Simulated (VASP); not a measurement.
Write the native input for VASP 6.6.1 that does the following.

```
Task                   : single point
Functional             : PBE
Potentials or basis    : VASP PAW PBE potentials, release 64 (Ce)
Cutoff                 : 520 eV
k mesh                 : 20 × 20 × 20
Occupations            : fermi-dirac, width 0.0612256 eV
Spin                   : no spin polarisation
Dipole correction      : no
Further INCAR settings : ALGO = Normal; EDIFF = 1e-07; NBANDS = 12
```

The structure of Ce lies in POSCAR:

```
Ce
1.0
   -1.9211290740      1.9211290740      1.9211290740
    1.9211290740     -1.9211290740      1.9211290740
    1.9211290740      1.9211290740     -1.9211290740
Ce
1
Direct
    0.0000000000      0.0000000000      0.0000000000
```

This isn't the form of Ce at room conditions, which is fcc.

The input as run:

INCAR

```
ALGO = Normal
EDIFF = 1E-7
ENCUT = 520
GGA = PE
ISIF = 2
ISMEAR = -1
LASPH = T
LCHARG = T
LELF = T
LREAL = F
LVHAR = T
LWAVE = F
NBANDS = 12
NELM = 60
PREC = Accurate
SIGMA = 0.06122561905347299
```

KPOINTS

```
k-points
0
Gamma
  20 20 20
```

Potentials or basis: VASP PAW PBE potentials, release 64 (Ce).

Run with:

```sh
$ cat potpaw_PBE.64/Ce/POTCAR > POTCAR
$ mpirun -np 1 vasp_std > vasp.out
```

Results of the run:

```yaml
Pressure: -1.1 GPa
Band_gap_on_the_k_mesh: zero (bands 6 and 7 overlap by 0.88 eV)
```

Caveat: spin-orbit coupling is left out, which moves the levels of the heavy elements; semilocal functionals describe open f shells poorly, which spoils levels, moments and volumes.

It took 57 s on 1 thread of Intel(R) Xeon(R) 6975P-C (Granite Rapids) (shared host), peak memory 0.25 GiB.
